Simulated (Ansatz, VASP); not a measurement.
## One calculation of ZnS, two programs

```
CELL_PARAMETERS angstrom
0.00000 2.70465 2.73170
2.70465 0.00000 2.73170
2.70465 2.70465 0.00000
ATOMIC_POSITIONS crystal
Zn 0.00000 0.00000 0.00000
S 0.75000 0.75000 0.75000
```

Change from the starting cell: zz strain of +1 %, crystal datasets.

Alike in both runs: task electric field gradients; functional PBEsol; k mesh 8 × 8 × 8; occupations fermi-dirac, width 0.01 eV; no spin polarisation.

|  | VASP | Ansatz |
| --- | --- | --- |
| version | VASP 6.6.1 | Ansatz 0.2.0 |
| potentials or method | VASP PAW PBE potentials, release 64 (Zn, S), cutoff 520 eV | all-electron PAW with datasets made for the crystal, scalar-relativistic |

VASP gave:

| Quantity | Value |
| --- | --- |
| gap on the k mesh at the Fermi level (eV) | 1.91 |
| pressure (GPa) | -2.7 |
| traceless stress, the component that is largest in VASP (GPa) | -0.29 |
| size of Vzz on the site where it differs most (V/Å²) | 1.7 |

Q: Which values does Ansatz return?

A: gap on the k mesh at the Fermi level (eV): 1.91; pressure (GPa): -2.8; traceless stress, the component that is largest in VASP (GPa): -0.29; size of Vzz on the site where it differs most (V/Å²): 1.8.

VASP's potentials were made for PBE, not for PBEsol. Ansatz ran all-electron here, and VASP with PAW potentials.
